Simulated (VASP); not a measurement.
Write the native input for VASP 6.6.1 that does the following.

| Property | Result |
| --- | --- |
| Task | single point |
| Functional | PBEsol |
| Potentials or basis | VASP PAW PBE potentials, release 64 (Si, O) |
| Cutoff | 520 eV |
| k mesh | 6 × 6 × 4 |
| Occupations | fermi-dirac, width 0.05 eV |
| Spin | no spin polarisation |
| Dipole correction | no |
| Further INCAR settings | ALGO = Normal; EDIFF = 1e-07; NBANDS = 44 |

The structure of SiO2 lies in POSCAR:

```
SiO2
1.0
    4.9755888200      0.0000000000      0.0000000000
    0.0000000000      4.9755888200      0.0000000000
    0.0000000000      0.0000000000      6.9008894400
Si O
4 8
Direct
    0.8032465600      0.8032465600      0.5000000000
    0.6967534400      0.3032465600      0.2500000000
    0.3032465600      0.6967534400      0.7500000000
    0.1967534400      0.1967534400      0.0000000000
    0.7617576300      0.1103870700      0.4320415600
    0.8896129300      0.2382423700      0.0679584400
    0.1103870700      0.7617576300      0.5679584400
    0.2617576300      0.3896129300      0.8179584400
    0.2382423700      0.8896129300      0.9320415600
    0.7382423700      0.6103870700      0.3179584400
    0.3896129300      0.2617576300      0.1820415600
    0.6103870700      0.7382423700      0.6820415600
```

One way to write it, as run:

INCAR

```
PREC     = Accurate       # precision mode
ENCUT    = 520            # plane-wave cutoff, eV
EDIFF    = 1E-7           # SCF threshold, eV
ISMEAR   = -1             # smearing method
SIGMA    = 0.05           # smearing width, eV
LREAL    = False          # projectors in reciprocal space
LASPH    = True           # aspherical terms in the spheres
NELM     = 60             # most SCF steps
ALGO     = Normal         # electronic algorithm
ISIF     = 2              # what is computed and relaxed
LWAVE    = False          # write WAVECAR
LCHARG   = False          # write CHGCAR
GGA      = PS             # functional
NBANDS   = 44             # bands
```

KPOINTS

```
regular mesh
0
Gamma
  6 6 4
```

Potentials or basis: VASP PAW PBE potentials, release 64 (Si, O).

Command:

```bash
$ cat potpaw_PBE.64/Si/POTCAR potpaw_PBE.64/O/POTCAR > POTCAR
$ mpirun -np 1 vasp_std > vasp.out
```

Results of the run:

```json
{
 "Pressure": "2.9 GPa",
 "Largest force": "0.180 eV/Å",
 "Band gap on the k mesh": "5.67 eV"
}
```

Caveat: the PAW data sets were made with another functional, which shifts forces and pressure a little.

It took 2.4 min on 1 thread of Intel(R) Xeon(R) Platinum 8488C (Sapphire Rapids), on a shared host, peak memory 0.36 GiB.
